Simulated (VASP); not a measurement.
Wanted: the native input for a VASP 6.6.1 run.

| Property | Result |
| --- | --- |
| Task | single point |
| Functional | PBEsol |
| Potentials or basis | VASP PAW PBE potentials, release 64 (Mo_sv) |
| Cutoff | 520 eV |
| k mesh | 9 × 9 × 14 |
| Occupations | fermi-dirac, width 0.1 eV |
| Spin | no spin polarisation |
| Dipole correction | no |
| Further INCAR settings | ALGO = Normal; EDIFF = 1e-06; NBANDS = 28 |

The structure of Mo lies in POSCAR:

```
Mo
1.0
    4.5579942565      0.0000000000      0.0000000000
   -2.2789971283      3.9473388164      0.0000000000
    0.0000000000      0.0000000000      2.5015783142
Mo
3
Direct
    0.0000000000      0.0000000000      0.0000000000
    0.3333333333      0.6666666667      0.5000000000
    0.6666666667      0.3333333333      0.5000000000
```

This isn't the form of Mo at room conditions, which is bcc.

The input as run:

INCAR

```
ALGO     = Normal         # electronic algorithm
EDIFF    = 1E-6           # SCF threshold, eV
ENCUT    = 520            # plane-wave cutoff, eV
GGA      = PS             # functional
ISIF     = 2              # what is computed and relaxed
ISMEAR   = -1             # smearing method
LASPH    = T              # aspherical terms in the spheres
LCHARG   = T              # write CHGCAR
LELF     = T              # ELF
LREAL    = F              # projectors in reciprocal space
LVHAR    = T            
LWAVE    = F              # write WAVECAR
NBANDS   = 28             # bands
NELM     = 100            # most SCF steps
PREC     = Accurate       # precision mode
SIGMA    = 0.1            # smearing width, eV
```

KPOINTS

```
k-points
0
Gamma
  9 9 14
```

Potentials or basis: VASP PAW PBE potentials, release 64 (Mo_sv).

Launch:

```bash
$ cat potpaw_PBE.64/Mo_sv/POTCAR > POTCAR
$ mpirun -np 1 vasp_std > vasp.out
```

It gave:

The pressure is 12.1 GPa and the band gap on the k mesh is zero (bands 21 and 22 overlap by 1.54 eV).

Caveat: the cell stands under pressure; the PAW data sets were made with another functional, which shifts forces and pressure a little.

It took 100 s on 1 thread of Intel Xeon 8259CL, with other jobs on the host, peak memory 0.23 GiB.
